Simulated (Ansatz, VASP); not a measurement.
Two plane-wave programs on SiO2

```xyz
9
Lattice="5.1058 0.0000 0.0000 -2.5529 4.4218 0.0000 0.0000 0.0000 5.5853" Properties=species:S:1:pos:R:3 pbc="T T T"
Si   -1.2765    2.2109    4.6544
Si    1.2765    2.2109    0.9309
Si    2.5529    0.0000    2.7927
O     2.5529    2.5817    0.0000
O     0.0000    1.8401    0.0000
O     3.5122    0.9201    3.7235
O    -0.9593    3.5017    3.7235
O     1.5936    0.9201    1.8618
O     0.9593    3.5017    1.8618
```

Alike in both runs: functional PBE; k mesh 6 × 6 × 4; occupations gaussian, width 0.02 eV; no spin polarisation.

Ansatz relaxed the structure, and its values are those at the end. VASP's run is a single point on that final structure, the one shown.

```csv
,VASP,Ansatz
version,VASP 6.6.1,Ansatz 0.2.0
potentials or method,"VASP PAW PBE potentials, release 64 (Si, O), cutoff 520 eV","scalar-relativistic, plane waves, PAW"
valence electrons in the cell,48,48
```

VASP gave:

| Item | Value |
| --- | --- |
| gap on the k mesh at the Fermi level (eV) | 5.55 |
| least direct gap on the mesh (eV) | 5.73 |
| pressure (GPa) | 0.1 |
| rms of the force components (eV/Å) | 0.004 |

Problem. Which values does Ansatz return?

Solution. gap on the k mesh at the Fermi level (eV): 5.55; least direct gap on the mesh (eV): 5.73; pressure (GPa): 0.0; rms of the force components (eV/Å): 0.001.

With one functional, cell and mesh, what is left measures potentials, basis and numerics.
